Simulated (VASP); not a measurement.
Runs of VASP 6.6.1 on MgI2. The structure is that of space group P-3m1 (No. 164), or close to it. The cells are those of the table. 

```csv
task,level,cell,k mesh,cutoff (eV),smearing,gap on the mesh (eV),pressure (GPa),relaxed volume (Å³/atom),largest force (eV/Å)
single point,PBE,"a = 4.157, b = 4.157, c = 6.876 Å, angles 90.0, 90.0, 120.0°, 3 atoms",12 × 12 × 4,520,fermi-dirac 0.02 eV,3.51,1.1,-,-
relaxation of cell and atoms,PBE+D3(BJ),"relaxed from a = 4.140, b = 4.140, c = 6.880 Å, angles 90.0, 90.0, 120.0°, 3 atoms",6 × 6 × 4,600,fermi-dirac 0.02 eV,3.52,0.0,33.52,-
single point,PBE+D3(BJ),"a = 4.127, b = 4.127, c = 6.837 Å, angles 90.0, 90.0, 120.0°, 3 atoms",6 × 6 × 4,520,fermi-dirac 0.02 eV,3.52,-0.1,-,0.01
single point,PBE+D4,"a = 4.133, b = 4.133, c = 6.840 Å, angles 90.0, 90.0, 120.0°, 3 atoms",6 × 6 × 4,520,fermi-dirac 0.02 eV,3.52,-0.1,-,0.01
relaxation of cell and atoms,r2SCAN+rVV10,"relaxed from a = 4.127, b = 4.127, c = 6.837 Å, angles 90.0, 90.0, 120.0°, 3 atoms",6 × 6 × 4,600,fermi-dirac 0.02 eV,4.08,0.0,(c),-
single point,r2SCAN+rVV10,"a = 4.157, b = 4.157, c = 6.876 Å, angles 90.0, 90.0, 120.0°, 3 atoms",6 × 6 × 4,520,fermi-dirac 0.02 eV,(b),0.0,-,0.01
relaxation of cell and atoms,PBE+D4,"relaxed from a = 4.127, b = 4.127, c = 6.837 Å, angles 90.0, 90.0, 120.0°, 3 atoms",6 × 6 × 4,600,fermi-dirac 0.02 eV,3.52,0.0,33.63,-
single point,r2SCAN,"a = 4.157, b = 4.157, c = 6.876 Å, angles 90.0, 90.0, 120.0°, 3 atoms",12 × 12 × 4,520,gaussian 0.01 eV,4.10,(a),-,0.04
dielectric tensor,PBE,"a = 4.157, b = 4.157, c = 6.876 Å, angles 90.0, 90.0, 120.0°, 3 atoms",6 × 6 × 4,520,gaussian 0.01 eV,3.51,-,-,-
```

Alike in all rows: potentials or basis VASP PAW PBE potentials, release 64 (Mg, I); no spin polarisation.

Q: Estimate the missing entries.

A: (a) 0.5; (b) 4.07; (c) 34.34.

Caveats: spin-orbit coupling is left out, which moves the levels of the heavy elements; the PAW data sets were made with another functional, which shifts forces and pressure a little (some runs); this functional lacks dispersion, which binds the layers, so the pressure and a relaxed spacing across them are unreliable (some runs).

A k mesh can miss the band edges, and the runs leave out spin-orbit coupling on I.
